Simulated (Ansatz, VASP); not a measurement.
# TaVN2 in VASP and in Ansatz

INCAR

```
  PREC = Accurate
  ENCUT = 520
  EDIFF = 1E-7
  ISMEAR = 0
  SIGMA = 0.1
  LREAL = F
  LASPH = T
  NELM = 150
  ALGO = Normal
  ISIF = 2
  LWAVE = F
  LCHARG = F
  ISPIN = 2
  MAGMOM = 0 1.5 0 0
  LORBIT = 11
  LMAXMIX = 4
  GGA = PS
  NBANDS = 29
```

KPOINTS

```
regular mesh
0
Gamma
  9 9 7
```

POSCAR

```
TaVN2
1.0
    3.0498700000      0.0000000000      0.0000000000
    0.0000000000      3.0498700000      0.0000000000
    0.0000000000      0.0000000000      4.2960600000
Ta V N
1 1 2
Direct
    0.0000000000      0.0000000000      0.0000000000
    0.5000000000      0.5000000000      0.5000000000
    0.0000000000      0.0000000000      0.5000000000
    0.5000000000      0.5000000000      0.0000000000
```

Input for Ansatz:

```yaml
crystal:
  lattice:
    - [3.04987, 0.0, 0.0]
    - [0.0, 3.04987, 0.0]
    - [0.0, 0.0, 4.29606]
  atoms:
    - { symbol: Ta, position: [0.0, 0.0, 0.0] }
    - { symbol: V, position: [0.5, 0.5, 0.5] }
    - { symbol: "N", position: [0.0, 0.0, 0.5] }
    - { symbol: "N", position: [0.5, 0.5, 0.0] }
basis:
  ecutwfc: 530.0
kpoints:
  mp_grid:
    grid: [9, 9, 7]
    shift: [0.0, 0.0, 0.0]
hamiltonian:
  xc: pbesol
magnetization:
  spin_polarized: true
  per_species:
    V: 1.5
scf:
  occupations:
    method: gaussian
  initial_density:
    normalization: cell
```

Alike in both runs: task single point; functional PBEsol; k mesh 9 × 9 × 7; collinear spin.

|  | VASP | Ansatz |
| --- | --- | --- |
| version | VASP 6.6.1 | Ansatz 0.2.0 |
| potentials or method | VASP PAW PBE potentials, release 64 (Ta_pv, V_sv, N), cutoff 520 eV | plane waves, PAW |
| occupations | gaussian, width 0.1 eV | gaussian |
| valence electrons in the cell | 34 | 36 |

Ansatz gave:

| Property | Result |
| --- | --- |
| net moment per atom (μB) | 0.22 |
| size of the moment on the site where the two differ most (μB) | 0.73 |

Q: Which values does VASP return?

A: net moment per atom (μB): 0.00; size of the moment on the site where the two differ most (μB): 0.00.

The net moments are unlike, so the other rows may belong to different states. VASP's potentials were made for PBE, not for PBEsol. Site moments also hang on the region over which each program counts them. VASP's potentials hold 34 valence electrons a cell and Ansatz's 36, so a difference there can come from the potentials and not from the codes.

Neither program's run includes spin-orbit coupling.
